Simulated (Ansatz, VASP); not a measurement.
## Two plane-wave programs on CdSe

```
Cd Se
1.0
     0.08181    3.14959    3.14959
     3.14959    0.08181    3.14959
     3.14959    3.14959    0.08181
Cd Se
1 1
Cartesian
  0.0147 0.0147 0.0147
  1.5806 1.5806 1.5806
```

Change from the starting cell: shear_111 strain +4.0%.

Alike in both runs: task single point; functional PBE; k mesh 8 × 8 × 8; occupations fermi-dirac, width 0.02 eV; no spin polarisation.

```csv
,VASP,Ansatz
version,VASP 6.6.1,Ansatz 0.2.0
potentials or method,"VASP PAW PBE potentials, release 64 (Cd, Se)","plane waves, PAW"
plane-wave cutoff (eV),520,420
valence electrons in the cell,18,36
```

Ansatz gave:

```
pressure (GPa)                                                : -0.5
traceless stress, the component that is largest in VASP (GPa) : -0.60
rms of the force components (eV/Å)                            : 0.002
```

Question: Estimate VASP's values.

Answer: Pressure (GPa): -0.2; traceless stress, the component that is largest in VASP (GPa): -0.60; rms of the force components (eV/Å): 0.005.

Atom by atom the forces differ by 0.002 eV/Å (rms over components). With one functional, cell and mesh, what is left measures potentials, basis and numerics. VASP's potentials hold 18 valence electrons a cell and Ansatz's 36, so a difference there can come from the potentials and not from the codes.
